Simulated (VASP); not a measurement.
Write the native input for VASP 6.6.1 that does the following.

- Task: single point
- Functional: LDA
- Potentials or basis: VASP PAW LDA potentials, release 64 (Ti_sv, Al)
- Cutoff: 520 eV
- k mesh: 14 × 14 × 10
- Occupations: gaussian, width 0.1 eV
- Spin: no spin polarisation
- Dipole correction: no
- Further INCAR settings: ALGO = Normal; EDIFF = 1e-06; NBANDS = 14

The structure of TiAl (lda) lies in POSCAR:

```
TiAl
1.0
    2.7648839996      0.0000000000      0.0000000000
    0.0000000000      2.7648839996      0.0000000000
    0.0000000000      0.0000000000      4.0029596297
Ti Al
1 1
Direct
    0.5000000000      0.5000000000      0.5000000000
    0.0000000000      0.0000000000      0.0000000000
```

These files were run (other wordings do the same):

INCAR

```
SYSTEM = TiAl
PREC = Accurate
ENCUT = 520
EDIFF = 1E-6
ISMEAR = 0
SIGMA = 0.1
LREAL = .False.
LASPH = .True.
NELM = 100
ALGO = Normal
ISIF = 2
LWAVE = .False.
LCHARG = .True.
GGA = CA
LELF = .True.
LVHAR = .True.
NBANDS = 14
```

KPOINTS

```
Automatic mesh
0
Gamma
  14 14 10
  0 0 0
```

Potentials or basis: VASP PAW LDA potentials, release 64 (Ti_sv, Al).

Run with:

```sh
$ cat potpaw_LDA.64/Ti_sv/POTCAR potpaw_LDA.64/Al/POTCAR > POTCAR
$ mpirun -np 1 vasp_std > vasp.out
```

Results of the run:

- Pressure: 0.2 GPa

Run time: 45 s on 1 thread of Intel(R) Xeon(R) Platinum 8488C (Sapphire Rapids), on a shared host, peak memory 0.21 GiB.
